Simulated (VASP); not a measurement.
# Sb: single point with PBEsol

Crystal: Sb.

```xyz
1
Lattice="-1.5870 1.5870 2.7299 1.5870 -1.5870 2.7299 1.5870 1.5870 -2.7299" Properties=species:S:1:pos:R:3 pbc="T T T"
Sb    0.0000    0.0000    0.0000
```

This cell differs from its parent crystal: volume scaled by 1.02.

```json
{
 "Program": "VASP 6.6.1",
 "Task": "single point",
 "Functional": "PBEsol",
 "Potentials or basis": "VASP PAW PBE potentials, release 64 (Sb)",
 "Cutoff": "520 eV",
 "k mesh": "12 × 12 × 12",
 "Occupations": "fermi-dirac, width 0.05 eV",
 "Spin": "no spin polarisation"
}
```

```json
{"Pressure": "-2.4 GPa"}
```

Stress tensor (GPa, compression positive):
```
-2.33  0.00  0.00
 0.00 -2.33  0.00
 0.00  0.00 -2.68
```

Levels at points of the mesh, in eV from the Fermi level:
| k point | band 1 | band 2 | band 3 | band 4 | band 5 | band 6 |
| --- | --- | --- | --- | --- | --- | --- |
| (0.00, 0.00, 0.00) | -12.80 | 4.50 | 5.29 | 5.29 | 9.35 | 10.55 |
| (0.50, 0.00, 0.00) | -9.09 | -5.68 | 1.73 | 5.23 | 6.08 | 10.10 |
| (0.50, 0.50, 0.00) | -6.70 | -4.31 | -1.00 | 0.59 | 3.45 | 4.38 |
| (0.50, 0.50, 0.50) | -9.24 | -5.55 | 2.08 | 2.08 | 5.89 | 6.02 |

Run time: 32 s on 1 thread of Intel(R) Xeon(R) Platinum 8488C (Sapphire Rapids) (shared host), peak memory 0.18 GiB.

Caveat: the PAW data sets were made with another functional, which shifts forces and pressure a little; spin-orbit coupling is left out, which moves the levels of the heavy elements.
